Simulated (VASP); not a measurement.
Here is a VASP 6.6.1 calculation.

Contents of INCAR:

```
SYSTEM = B
  PREC = Accurate
  ENCUT = 500
  EDIFF = 1E-6
  ISMEAR = 0
  SIGMA = 0.1
  LREAL = .False.
  LASPH = .True.
  NELM = 120
  ALGO = Normal
  ISIF = 2
  LWAVE = .False.
  LCHARG = .False.
  GGA = PS
  NBANDS = 10
  GGA_COMPAT = .False.
```

KPOINTS

```
regular mesh
0
Gamma
  9 9 6
  0 0 0
```

Contents of POSCAR:

```
B
1.0
    1.8488698542      0.0000000000      0.0000000000
   -0.9244349271      1.6011682620      0.0000000000
    0.0000000000      0.0000000000      4.3525530122
B
2
Direct
    0.3333333333      0.6666666667      0.2500000000
    0.6666666667      0.3333333333      0.7500000000
```

Potentials or basis: VASP PAW PBE potentials, release 64 (B).

Command:

```bash
$ cat potpaw_PBE.64/B/POTCAR > POTCAR
$ mpirun -np 1 vasp_std > vasp.out
```

Question: Estimate the band gap on the k mesh.

Answer: Zero (bands 3 and 4 overlap by 6.15 eV).

Question: Predict the pressure.

Answer: 0.2 GPa.

Stress tensor (GPa, compression positive):
```
 0.57  0.00  0.00
 0.00  0.57  0.00
 0.00  0.00 -0.43
```

Caveat: the k points lie up to 0.44 Å⁻¹ apart, too coarse for converged energies and pressures of a metal; the PAW data sets were made with another functional, which shifts forces and pressure a little.
